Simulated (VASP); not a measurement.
A run of VASP 6.6.1 is set up as follows.

Contents of INCAR:

```
SYSTEM = BAs
  ALGO = Normal
  EDIFF = 1E-6
  ENCUT = 500
  GGA = CA
  GGA_COMPAT = .False.
  ISIF = 2
  ISMEAR = 0
  LASPH = .True.
  LCHARG = .False.
  LREAL = .False.
  LWAVE = .False.
  NBANDS = 11
  NELM = 120
  PREC = Accurate
  SIGMA = 0.01
```

File KPOINTS:

```
k-points
0
Gamma
  8 8 8
  0 0 0
```

Contents of POSCAR:

```
BAs
1.0
    0.0000000000      2.3423282262      2.3782047869
    2.3423282262      0.0000000000      2.3782047869
    2.3423282262      2.3423282262      0.0000000000
B As
1 1
Direct
    0.0000000000      0.0000000000      0.0000000000
    0.2500000000      0.2500000000      0.2500000000
```

Potentials or basis: VASP PAW LDA potentials, release 64 (B, As).

The run is started by

```bash
$ cat potpaw_LDA.64/B/POTCAR potpaw_LDA.64/As/POTCAR > POTCAR
$ mpirun -np 1 vasp_std > vasp.out
```

(1) What does it give for the band gap on the k mesh?

(2) Estimate the pressure.

Results:

(1) 0.98 eV (least direct gap 3.22 eV).

(2) 3.3 GPa.

Caveat: the cell stands under pressure.
